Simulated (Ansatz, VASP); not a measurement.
B: VASP beside Ansatz

```
CELL_PARAMETERS angstrom
-1.38058 2.64423 2.84042
1.81206 -2.64643 3.30073
1.40133 2.63367 -2.83914
ATOMIC_POSITIONS crystal
B 0.20877 0.15423 0.12634
B 0.53424 0.99395 0.27416
B 0.97216 0.34575 0.55461
B 0.28029 0.50605 0.04025
B 0.79121 0.84574 0.87364
B 0.46575 0.00602 0.72583
B 0.02786 0.65427 0.44540
B 0.71971 0.49399 0.95977
```

Change from the starting cell: cell x1, atoms moved at random (sigma 0.15 Å) and cell strained at random (1.5 %), then relaxed without symmetry.

Alike in both runs: functional PBE; k mesh 6 × 6 × 6; occupations gaussian, width 0.2 eV; no spin polarisation.

Ansatz relaxed the structure, and its values are those at the end. VASP's run is a single point on that final structure, the one shown.

|  | VASP | Ansatz |
| --- | --- | --- |
| version | VASP 6.6.1 | Ansatz 0.2.0 |
| potentials or method | VASP PAW PBE potentials, release 64 (B), cutoff 520 eV | scalar-relativistic, plane waves, PAW |
| valence electrons in the cell | 24 | 24 |

```csv
,VASP,Ansatz,Ansatz less VASP
gap on the k mesh at the Fermi level (eV),none,none,-
pressure (GPa),0.0,0.0,0.00
rms of the force components (eV/Å),0.004,0.003,-0.0010
```

A gap of «none» marks a metal or a gap that the smearing closes.

The k mesh is coarse, so the values compare programs but aren't converged.
